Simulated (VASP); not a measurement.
Set up this calculation in VASP 6.6.1, as the native input.

```
Task                   : single point
Functional             : PBE
Potentials or basis    : VASP PAW PBE potentials, release 64 (Zr_sv, C)
Cutoff                 : 520 eV
k mesh                 : 4 × 4 × 4
Occupations            : gaussian, width 0.1 eV
Spin                   : no spin polarisation
Dipole correction      : no
Further INCAR settings : ALGO = Normal; EDIFF = 1e-06; NBANDS = 34
```

The structure of Zr4C lies in POSCAR:

```
Zr4C
1.0
    0.0000000000      3.2649283000      3.2649283000
    3.2649283000      0.0000000000      3.2649283000
    3.2649283000      3.2649283000      0.0000000000
Zr C
4 1
Direct
    0.3662690900      0.3662690900      0.3662690900
    0.3662690900      0.3662690900      0.9011927400
    0.3662690900      0.9011927400      0.3662690900
    0.9011927400      0.3662690900      0.3662690900
    0.0000000000      0.0000000000      0.0000000000
```

The cell was generated, and may not be a known phase.

One way to write it, as run:

INCAR

```
PREC = Accurate
ENCUT = 520
EDIFF = 1E-6
ISMEAR = 0
SIGMA = 0.1
LREAL = F
LASPH = T
NELM = 60
ALGO = Normal
ISIF = 2
LWAVE = F
LCHARG = F
GGA = PE
NBANDS = 34
```

KPOINTS

```
regular mesh
0
Gamma
  4 4 4
```

Potentials or basis: VASP PAW PBE potentials, release 64 (Zr_sv, C).

Launch:

```sh
$ cat potpaw_PBE.64/Zr_sv/POTCAR potpaw_PBE.64/C/POTCAR > POTCAR
$ mpirun -np 1 vasp_std > vasp.out
```

It gave:

```json
{
 "Pressure": "121.8 GPa",
 "Largest force": "13.139 eV/Å",
 "Band gap on the k mesh": "zero (bands 26 and 27 overlap by 0.76 eV)"
}
```

Caveat: the k points lie up to 0.42 Å⁻¹ apart, too coarse for converged energies and pressures of a metal; forces of over 1 eV/Å act on the atoms, so gaps and moduli don't describe the material at rest.

It took 22 s on 1 thread of AMD EPYC 7R13 Processor (Zen 3) (shared host), peak memory 0.17 GiB.
